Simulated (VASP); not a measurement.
A run of VASP 6.6.1:

INCAR

```
SYSTEM = Be2Si
PREC     = Accurate       ! precision mode
ENCUT    = 600            ! plane-wave cutoff, eV
EDIFF    = 1E-6           ! SCF threshold, eV
ISMEAR   = -1             ! smearing method
SIGMA    = 0.02           ! smearing width, eV
LREAL    = .FALSE.        ! projectors in reciprocal space
LASPH    = .TRUE.         ! aspherical terms in the spheres
NELM     = 120            ! most SCF steps
ALGO     = Normal         ! electronic algorithm
ISIF     = 2              ! what is computed and relaxed
LWAVE    = .FALSE.        ! write WAVECAR
LCHARG   = .FALSE.        ! write CHGCAR
GGA      = PS             ! functional
NBANDS   = 11             ! bands
GGA_COMPAT= .FALSE.
```

The input KPOINTS:

```
regular mesh
0
G
  5 5 5
  0 0 0
```

POSCAR

```
Be2Si
1.0
    0.0000000000      2.6413830465      2.6413830465
    2.6413830465      0.0000000000      2.6413830465
    2.6413830465      2.6413830465      0.0000000000
Si Be
1 2
Direct
    0.0000000000      0.0000000000      0.0000000000
    0.2500000000      0.2500000000      0.2500000000
    0.7500000000      0.7500000000      0.7500000000
```

Potentials or basis: VASP PAW PBE potentials, release 64 (Si, Be).

Launch:

```sh
$ cat potpaw_PBE.64/Si/POTCAR potpaw_PBE.64/Be/POTCAR > POTCAR
$ mpirun -np 1 vasp_std > vasp.out
```

Hardware: 1 thread of AMD EPYC 9R45 96-Core Processor (Zen 5), on a shared host.

Q: Estimate the wall time of this run.

A: Run time: 3.9 s on 1 thread of AMD EPYC 9R45 96-Core Processor (Zen 5), on a shared host, peak memory 0.12 GiB. Counts: scf iterations 11, k points 10.
